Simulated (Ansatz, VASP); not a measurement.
Two plane-wave programs on Sb

The input INCAR:

```
PREC = Accurate ; ENCUT = 600
EDIFF = 1E-7 ; ISMEAR = -1
SIGMA = 0.1 ; LREAL = False
LASPH = True ; NELM = 100
ALGO = Normal ; ISIF = 3
LWAVE = False ; LCHARG = False
GGA = PE ; IBRION = 2
NSW = 80 ; EDIFFG = -0.01
```

File KPOINTS:

```
Automatic mesh
0
Gamma
  8 8 8
```

File POSCAR:

```
Sb
1.0
    0.0000000000      3.3230904857      3.3230904857
    3.3230904857      0.0000000000      3.3230904857
    3.3230904857      3.3230904857      0.0000000000
Sb
2
Direct
    0.1250000000      0.1250000000      0.1250000000
    0.8750000000      0.8750000000      0.8750000000
```

Input for Ansatz:

```yaml
crystal:
  lattice:
    - [0.0, 3.3230904857, 3.3230904857]
    - [3.3230904857, 0.0, 3.3230904857]
    - [3.3230904857, 3.3230904857, 0.0]
  atoms:
    - { symbol: Sb, position: [0.125, 0.125, 0.125] }
    - { symbol: Sb, position: [0.875, 0.875, 0.875] }
hamiltonian:
  xc: pbe
  pseudopotentials:
    kind: paw
    azcp:
      Sb: "pseudopotentials/Sb.paw.azcp"
basis:
  ecutwfc: 420
  fft_grid_basis: typed
kpoints:
  mp_grid: { grid: [8, 8, 8], shift: [0, 0, 0] }
magnetization:
  spin_polarized: false
scf:
  occupations: { method: fermi_dirac, width: 0.1 }
relax:
  max_steps: 60
  f_tol: 0.01
  cell: {}
output:
  write_density: true
  write_potential: true
  elf: true
  volumetric_format: npy
```

Alike in both runs: task relaxation of cell and atoms; functional PBE; k mesh 8 × 8 × 8; occupations fermi-dirac, width 0.1 eV; no spin polarisation.

|  | VASP | Ansatz |
| --- | --- | --- |
| version | VASP 6.6.1 | Ansatz 0.2.0 |
| potentials or method | VASP PAW PBE potentials, release 64 (Sb), cutoff 600 eV | plane waves (420 eV) with PAW, scalar-relativistic |
| valence electrons in the cell | 10 | 30 |

Ansatz gave:

- relaxed volume (Å³/atom): 42.82
- relaxed cell length with the largest relative difference (Å): 4.948

Problem. Which values does VASP return?

Solution. Relaxed volume (Å³/atom): 42.79; relaxed cell length with the largest relative difference (Å): 4.947.

VASP's potentials hold 10 valence electrons a cell and Ansatz's 30, so a difference there can come from the potentials and not from the codes.

Spin-orbit coupling is off throughout. Noted on VASP's run: the volume moved by over 15 % at a fixed basis, so the end points are rough.
